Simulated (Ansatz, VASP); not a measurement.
B10Pt: VASP beside Ansatz

```
B Pt
1.0
     4.90091    0.00000    0.00000
    -2.45046    4.24432    0.00000
     0.00000    0.00000    4.20329
B Pt
10 1
Cartesian
  3.5048 0.8060 0.0000
  2.4505 2.6322 0.0000
  1.3961 0.8060 0.0000
  -1.0544 3.4383 0.0000
  0.0000 1.6121 0.0000
  1.0544 3.4383 0.0000
  0.0000 2.8295 2.7208
  0.0000 2.8295 1.4825
  2.4505 1.4148 1.4825
  2.4505 1.4148 2.7208
  0.0000 0.0000 0.0000
```

Alike in both runs: task single point; functional PBE; k mesh 6 × 6 × 4; occupations gaussian, width 0.1 eV; no spin polarisation.

|  | VASP | Ansatz |
| --- | --- | --- |
| version | VASP 6.6.1 | Ansatz 0.2.0 |
| potentials or method | VASP PAW PBE potentials, release 64 (B, Pt), cutoff 520 eV | scalar-relativistic, plane waves, PAW |
| valence electrons in the cell | 40 | 48 |

Ansatz gave:

```
gap on the k mesh at the Fermi level (eV) : none
rms of the force components (eV/Å)        : 12.077
```

Estimate VASP's values.

gap on the k mesh at the Fermi level (eV): none; rms of the force components (eV/Å): 12.195.

Atom by atom the forces differ by 0.118 eV/Å (rms over components). A gap of «none» marks a metal or a gap that the smearing closes. VASP's potentials hold 40 valence electrons a cell and Ansatz's 48, so a difference there can come from the potentials and not from the codes.

The k mesh is coarse, so the values compare programs but aren't converged. Neither program's run includes spin-orbit coupling.
